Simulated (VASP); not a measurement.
Write the native input for VASP 6.6.1 that does the following.

```yaml
Task: electric field gradients
Functional: r2SCAN
Potentials_or_basis: VASP PAW PBE potentials, release 64 (Hf_pv, O)
Cutoff: 520 eV
k_mesh: 10 × 10 × 10
Occupations: fermi-dirac, width 0.02 eV
Spin: no spin polarisation
Dipole_correction: no
Further_INCAR_settings: ALGO = Normal; EDIFF = 1e-08; NBANDS = 18
```

Crystal: HfO2.

```
Hf O
1.0
     0.00000    2.55750    2.55750
     2.55750    0.00000    2.55750
     2.55750    2.55750    0.00000
Hf O
1 2
Direct
  0.00000 0.00000 0.00000
  0.25000 0.25000 0.25000
  0.75000 0.75000 0.75000
```

One way to write it, as run:

POSCAR

```
HfO2
1.0
    0.0000000000      2.5575000000      2.5575000000
    2.5575000000      0.0000000000      2.5575000000
    2.5575000000      2.5575000000      0.0000000000
Hf O
1 2
Direct
    0.0000000000      0.0000000000      0.0000000000
    0.2500000000      0.2500000000      0.2500000000
    0.7500000000      0.7500000000      0.7500000000
```

INCAR.step1

```
SYSTEM = HfO2
ALGO = Normal
EDIFF = 1E-4
ENCUT = 520
GGA = PE
ISMEAR = -1
LASPH = .TRUE.
LCHARG = .FALSE.
LREAL = .FALSE.
LWAVE = .TRUE.
NBANDS = 18
NELM = 100
PREC = Accurate
SIGMA = 0.02
```

INCAR.step2

```
SYSTEM = HfO2
ALGO = Normal
EDIFF = 1E-8
ENCUT = 520
ISIF = 2
ISMEAR = -1
ISTART = 1
LASPH = .TRUE.
LCHARG = .FALSE.
LEFG = .TRUE.
LMIXTAU = .TRUE.
LREAL = .FALSE.
LWAVE = .FALSE.
METAGGA = R2SCAN
NBANDS = 18
NELM = 100
PREC = Accurate
SIGMA = 0.02
```

KPOINTS

```
k-points
0
G
  10 10 10
  0 0 0
```

Potentials or basis: VASP PAW PBE potentials, release 64 (Hf_pv, O).

Command:

```console
$ cat potpaw_PBE.64/Hf_pv/POTCAR potpaw_PBE.64/O/POTCAR > POTCAR
$ cp INCAR.step1 INCAR
$ mpirun -np 1 vasp_std > vasp.out
$ cp INCAR.step2 INCAR
$ mpirun -np 1 vasp_std > vasp.out
```

Results of the run:

```
Pressure               : -12.1 GPa
Band gap on the k mesh : 4.21 eV, direct
```

Caveat: without QUAD_EFG the Cq values of the log hold for a quadrupole moment of 1 mb, not for the nuclei; the PAW data sets were made with another functional, which shifts forces and pressure a little; spin-orbit coupling is left out, which moves the levels of the heavy elements.

It took 3.4 min on 1 thread of Intel Xeon 8259CL, with other jobs on the host, peak memory 0.18 GiB.
